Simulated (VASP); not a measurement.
# HS2 (a cell with a defect) in VASP: single point with r2SCAN

Aim: the single point of HS2 (a cell with a defect) with r2SCAN.

All numbers are computed with VASP 6.6.1; they aren't measurements. Logs are shortened: lines on timing, memory, paths and dates and some standing lists are left out, and cuts for length are marked.

### Step 1. The cell of the first run

The cell holds a defect, 3 atoms: a = 3.356 Å, b = 3.311 Å, c = 5.619 Å, α = 89.37°, β = 90.58°, γ = 119.66°.

### Step 2. Single point, r2SCAN

Input file POSCAR:

```
HS2
1.0
    3.3556270000      0.0229210000     -0.0170690000
   -1.6579630000      2.8657170000      0.0183100000
   -0.0285430000      0.0188770000      5.6187150000
S H
2 1
Direct
    0.3103740000      0.6570540000      0.2926460000
    0.6487900000      0.3440550000      0.7316230000
    0.9971280000      0.0072530000      0.4810050000
```

Input file INCAR.step1:

```
PREC = Accurate
ENCUT = 520
ISMEAR = -1
SIGMA = 0.022
LREAL = F
LASPH = T
NELM = 100
NBANDS = 14
GGA = PE
ALGO = Normal
EDIFF = 1E-4
LWAVE = T
LCHARG = F
```

Input file INCAR.step2:

```
PREC = Accurate
ENCUT = 520
EDIFF = 1E-6
ISMEAR = -1
SIGMA = 0.022
LREAL = F
LASPH = T
NELM = 100
ALGO = Normal
ISIF = 2
LWAVE = F
LCHARG = F
METAGGA = R2SCAN
LMIXTAU = T
NBANDS = 14
ISTART = 1
```

Input file KPOINTS:

```
Automatic mesh
0
Gamma
  6 6 3
  0.5 0.5 0.5
```

Potentials or basis: VASP PAW PBE potentials, release 64 (S, H).

The run is started by

```
> cat potpaw_PBE.64/S/POTCAR potpaw_PBE.64/H/POTCAR > POTCAR
> cp INCAR.step1 INCAR
> mpirun -np 1 vasp_std > vasp.out
> cp INCAR.step2 INCAR
> mpirun -np 1 vasp_std > vasp.out
```

OUTCAR:

```text
PREC = Accurate
   ENCUT = 520
   EDIFF = 1E-6
   ISMEAR = -1
   LREAL = F
   LASPH = T
   NELM = 100
   ISIF = 2
   METAGGA = R2SCAN
   ISTART = 1

 ion  position               nearest neighbor table
   1  0.310  0.657  0.293-
   2  0.649  0.344  0.732-
   3  0.997  0.007  0.481-

  LATTYP: Found a triclinic cell.
 ALAT       =     3.3108171936
 B/A-ratio  =     1.0120058096
 C/A-ratio  =     1.6971094687
 COS(alpha) =     0.0006929281
 COS(beta)  =     0.0109820637
 COS(gamma) =     0.4925017886

  Lattice vectors:

 A1 = (   1.6579630000,  -2.8657170000,  -0.0183100000)
 A2 = (  -1.6976640000,  -2.8886380000,  -0.0012410000)
 A3 = (   0.0285430000,  -0.0188770000,  -5.6187150000)

Analysis of symmetry for initial positions (statically):
=====================================================================
 Subroutine PRICEL returns:
 Original cell was already a primitive cell.

 Routine SETGRP: Setting up the symmetry group for a
 triclinic supercell.

 Subroutine GETGRP returns: Found  1 space group operations
 (whereof  1 operations were pure point group operations)
 out of a pool of  2 trial point group operations.

The static configuration has the point symmetry C_1 .

Analysis of symmetry for dynamics (positions and initial velocities):
=====================================================================
 Subroutine PRICEL returns:
 Original cell was already a primitive cell.

 Routine SETGRP: Setting up the symmetry group for a
 triclinic supercell.

 Subroutine GETGRP returns: Found  1 space group operations
 (whereof  1 operations were pure point group operations)
 out of a pool of  2 trial point group operations.

The dynamic configuration has the point symmetry C_1 .

 Subroutine INISYM returns: Found  1 space group operations
 (whereof  1 operations are pure point group operations),
 and found     1 'primitive' translations

----------------------------------------------------------------------------------------

                                     Primitive cell

[... 82 lines left out ...]
 SYSTEM =  unknown system
   PREC   = accura    normal or accurate (medium, high low for compatibility)
   ISTART =      1    job   : 0-new  1-cont  2-samecut
   ICHARG =      0    charge: 1-file 2-atom 10-const
   ISPIN  =      1    spin polarized calculation?
   LNONCOLLINEAR =      F non collinear calculations
   LSORBIT =      F    spin-orbit coupling
   LASPH  =      T    aspherical Exc in radial PAW
   ENCUT  =  520.0 eV  38.22 Ry    6.18 a.u.   6.24  6.16 10.45*2*pi/ulx,y,z
   NELM   =    100;   NELMIN=  2; NELMDL=  0     # of ELM steps
   EDIFF  = 0.1E-05   stopping-criterion for ELM
   LREAL  =      F    real-space projection
[... 7 lines left out ...]
   TEBEG  =    0.0;   TEEND  =   0.0 temperature during run
   PSTRESS=    0.0 pullay stress
   NELECT =      13.0000    total number of electrons
   NUPDOWN=      -1.0000    fix difference up-down
   EMIN   =  10.00;   EMAX   =-10.00  energy-range for DOS
   EFERMI =   0.00;   METHOD = LEGACY
   ISMEAR =    -1;   SIGMA  =   0.02  broadening in eV -4-tet -1-fermi 0-gaus
   EFERMI_NEDOS =   21; number of points for ismear=-14 and -15
   IALGO  =     38    algorithm
   IMIX   =      4    mixing-type and parameters
     AMIX     =   0.40;   BMIX     =  1.00
     AMIX_MAG =   1.60;   BMIX_MAG =  1.00
  volume/ion in A,a.u.               =      18.08       122.02
  Fermi-wavevector in a.u.,A,eV,Ry     =   1.016894  1.921651 14.069427  1.034074
  Thomas-Fermi vector in A             =   2.150264
   LORBIT       =      0    0 simple, 1 ext, 2 COOP (PROOUT), +10 PAW based schemes
   METAGGA = R2SCAN    functional components
   LHFCALC =     F    Hartree Fock is set to
   AEXX    =    0.0000 exact exchange contribution
   IVDW    =     0    specifies the selected vdW correction
   LEPSILON=     F    determine dielectric tensor
   LRPA    =     F    only Hartree local field effects (RPA)
 non-spin polarized calculation
  energy-cutoff  :      520.00
  volume of cell :       54.24
 maximum number of plane-waves:      1473
 NGX is ok and might be reduce to    28
   NGX = 13   NGY = 13   NGZ = 21

 number of electron      13.0000000 magnetization

 Free energy of the ion-electron system (eV)
  ---------------------------------------------------
  ext. energy  EPLUGINS =         0.00000000
  ---------------------------------------------------
  free energy    TOTEN  =       -14.51992478 eV

  energy without entropy =      -14.51390829  energy(sigma->0) =      -14.51691654

 E-fermi :   1.7728     XC(G=0):  -9.4684

 val. band max:        1.7641158341   @ k =   0.4167  -0.0833   0.1667
 cond. band min:       1.7750688638   @ k =  -0.2500   0.0833   0.5000
 fundamental gap:      0.0109530297
 Fermi energy:         1.7727582555

 k-point     1 :       0.0833    0.0833    0.1667
  band No.  band energies     occupation
      1     -12.1748      2.00000
      2     -10.3263      2.00000
      3      -2.7935      2.00000
      4       0.9348      2.00000
      5       1.1577      2.00000
      6       2.0237      0.00002
      7       2.5124      0.00000
      8       2.6352      0.00000
      9       5.2393      0.00000
     10      11.1344      0.00000
     11      11.5089      0.00000
     12      12.9302      0.00000
     13      13.4828      0.00000
     14      13.8926      0.00000
[... 377 lines left out ...]
      1     -10.4699      2.00000
      2      -9.7675      2.00000
      3      -3.9127      2.00000
      4      -1.4473      2.00000
      5      -0.0572      2.00000
      6       0.4970      2.00000
      7       1.5854      1.99960
      8       1.9519      0.00058
      9       3.9087      0.00000
     10      10.0687      0.00000
     11      11.5519      0.00000
     12      12.5614      0.00000
     13      12.8391      0.00000
     14      14.5932      0.00000

 [... further k-points ...]
[... 5 lines left out ...]
  --------------------------------------------------------------------------------------
  -------------------------------------------------------------------------------------
  Total       -3.9100161     -4.1910908     -3.9022278      0.4511897      0.4150872     -0.2044810
  in kB     -115.4911042   -123.7932784   -115.2610595     13.3268999     12.2605317     -6.0398057
  external PRESSURE =    -118.1818141 kB  Pullay stress =       0.0000000 kB

 VOLUME and BASIS-vectors are now :
 -----------------------------------------------------------------------------
  energy-cutoff  :      520.00
  volume of cell :       54.24
      direct lattice vectors                 reciprocal lattice vectors
     3.355627000  0.022921000 -0.017069000     0.296838612  0.171730282  0.000930980
    -1.657963000  2.865717000  0.018310000    -0.002380209  0.347583276 -0.001179855
    -0.028543000  0.018877000  5.618715000     0.000909518 -0.000610991  0.177983310

 POSITION                                       TOTAL-FORCE (eV/Angst)
 -----------------------------------------------------------------------------------
     -0.05622      1.89557      1.65103        -0.049949     -0.362461      1.229915
      1.58578      1.01465      4.10601        -0.167867      0.153861     -0.482477
      3.32024      0.05272      2.68574         0.217816      0.208600     -0.747438
 -----------------------------------------------------------------------------------
    total drift:                               -0.000031      0.000007      0.000181

  FREE ENERGIE OF THE ION-ELECTRON SYSTEM (eV)
  ---------------------------------------------------
  free  energy   TOTEN  =       -14.5199247844 eV

  energy  without entropy=      -14.5139082925  energy(sigma->0) =      -14.51691654
```

OUTCAR.step1:

```text
PREC = Accurate
   ENCUT = 520
   ISMEAR = -1
   LREAL = F
   LASPH = T
[... 637 lines left out ...]
     -0.05622      1.89557      1.65103        -0.051994     -0.319701      1.176422
      1.58578      1.01465      4.10601        -0.138431      0.126221     -0.524308
      3.32024      0.05272      2.68574         0.190425      0.193480     -0.652114
 -----------------------------------------------------------------------------------
    total drift:                               -0.000022      0.000610     -0.003351

  FREE ENERGIE OF THE ION-ELECTRON SYSTEM (eV)
  ---------------------------------------------------
  free  energy   TOTEN  =        -7.0829923454 eV

  energy  without entropy=       -7.0769391086  energy(sigma->0) =       -7.07996573
```

OSZICAR.step1:

```text
N       E                     dE             d eps       ncg     rms          rms(c)
DAV:   1     0.493456297077E+02    0.49346E+02   -0.52582E+03  1512   0.748E+02
DAV:   2    -0.406462334783E+01   -0.53410E+02   -0.50586E+02  2064   0.131E+02
DAV:   3    -0.706208089947E+01   -0.29975E+01   -0.29603E+01  1998   0.335E+01
DAV:   4    -0.709457463638E+01   -0.32494E-01   -0.32486E-01  1914   0.417E+00
DAV:   5    -0.709515919446E+01   -0.58456E-03   -0.58454E-03  2076   0.570E-01    0.479E+00
DAV:   6    -0.708468519147E+01    0.10474E-01   -0.16662E-02  2004   0.613E-01    0.278E+00
DAV:   7    -0.709752019347E+01   -0.12835E-01   -0.17579E-01  2064   0.115E+00    0.816E-01
DAV:   8    -0.708286570643E+01    0.14654E-01   -0.12177E-01  2306   0.889E-01    0.154E-01
DAV:   9    -0.708298402653E+01   -0.11832E-03   -0.18216E-03  1890   0.277E-01    0.719E-02
DAV:  10    -0.708299234538E+01   -0.83188E-05   -0.17934E-04  1560   0.612E-02
   1 F= -.70829923E+01 E0= -.70799657E+01  d E =-.605324E-02
```

Run time: 89 s. Hardware: 1 thread of Intel Xeon Platinum 8488C (Sapphire Rapids), shared host; peak memory 0.19 GiB.

Results:

| Property | Result |
| --- | --- |
| Free energy | -14.5199 eV |
| Pressure | -11.8 GPa |
| Largest force | 1.283 eV/Å |

Forces on the atoms (eV/Å):
```
S   -0.050 -0.362  1.230
S   -0.168  0.154 -0.482
H    0.218  0.209 -0.747
```

Stress tensor (GPa, compression positive):
```
-11.55   1.33  -0.60
  1.33 -12.38   1.23
 -0.60   1.23 -11.53
```

Caveat: the k points lie up to 0.37 Å⁻¹ apart; the PAW data sets were made with another functional, which shifts forces and pressure a little.
